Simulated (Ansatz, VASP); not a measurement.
**One calculation of AgO, two programs**

```
Ag O
1.0
     0.00000    2.47805    2.47805
     2.47805    0.00000    2.47805
     2.47805    2.47805    0.00000
Ag O
1 1
Cartesian
  0.0000 0.0000 0.0000
  3.7171 3.7171 3.7171
```

Alike in both runs: functional PBEsol; k mesh 14 × 14 × 14; occupations fermi-dirac, width 0.15 eV; no spin polarisation.

Ansatz relaxed the structure, and its values are those at the end. VASP's run is a single point on that final structure, the one shown.

|  | VASP | Ansatz |
| --- | --- | --- |
| version | VASP 6.6.1 | Ansatz 0.2.0 |
| potentials or method | VASP PAW PBE potentials, release 64 (Ag, O), cutoff 520 eV | scalar-relativistic, plane waves, PAW |
| valence electrons in the cell | 17 | 25 |

|  | VASP | Ansatz | Ansatz less VASP |
| --- | --- | --- | --- |
| gap on the k mesh at the Fermi level (eV) | none | none | - |
| pressure (GPa) | -0.2 | 0.0 | +0.17 |

VASP's potentials were made for PBE, not for PBEsol. A gap of «none» marks a metal or a gap that the smearing closes. VASP's potentials hold 17 valence electrons a cell and Ansatz's 25, so a difference there can come from the potentials and not from the codes.
